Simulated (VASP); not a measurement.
The system is KBaLaWO6.

```
Ba K La O W
1.0
     0.00000    4.35898    4.35898
     4.35898    0.00000    4.35898
     4.35898    4.35898    0.00000
Ba K La O W
1 1 1 6 1
Direct
  0.25000 0.25000 0.25000
  0.75000 0.75000 0.75000
  0.00000 0.00000 0.00000
  0.72549 0.27451 0.27451
  0.27451 0.72549 0.72549
  0.27451 0.72549 0.27451
  0.72549 0.27451 0.72549
  0.27451 0.27451 0.72549
  0.72549 0.72549 0.27451
  0.50000 0.50000 0.50000
```

```yaml
Program: VASP 6.6.1
Task: relaxation of cell and atoms
Functional: PBE
Potentials_or_basis: VASP PAW PBE potentials, release 64 (Ba_sv, K_sv, La, O, W_sv)
Cutoff: 600 eV
k_mesh: 6 × 6 × 6
Occupations: gaussian, width 0.02 eV
Spin: no spin polarisation
```

At the start: pressure -3.1 GPa; volume 16.56 Å³/atom.

How do energy, volume and symmetry change on relaxing?

Over 7 steps the energy falls by 4.4 meV/atom and the volume is 16.20 Å³/atom (-2.2 %); space group F-43m (No. 216, to 0.05 Å).

The path:
```csv
step,energy change (eV),largest force (eV/Å),pressure (GPa),volume (Å³)
1,0.0000,0.4326,-3.15,165.65
2,0.0571,0.9399,4.82,157.96
3,-0.0428,0.0695,-0.22,162.51
4,-0.0428,0.0805,-0.17,162.45
5,-0.0436,0.0093,0.07,161.95
6,-0.0436,0.0063,0.04,162.04
7,-0.0436,0.0048,0.03,162.03
```

Final structure:
```xyz
10
Lattice="0.0000 4.3270 4.3270 4.3270 0.0000 4.3270 4.3270 4.3270 0.0000" Properties=species:S:1:pos:R:3 pbc="T T T"
Ba    2.1635    2.1635    2.1635
K     6.4905    6.4905    6.4905
La    0.0000    0.0000    0.0000
O     2.3814    4.3270    4.3270
O     6.2726    4.3270    4.3270
O     4.3270    2.3814    4.3270
O     4.3270    6.2726    4.3270
O     4.3270    4.3270    2.3814
O     4.3270    4.3270    6.2726
W     4.3270    4.3270    4.3270
```
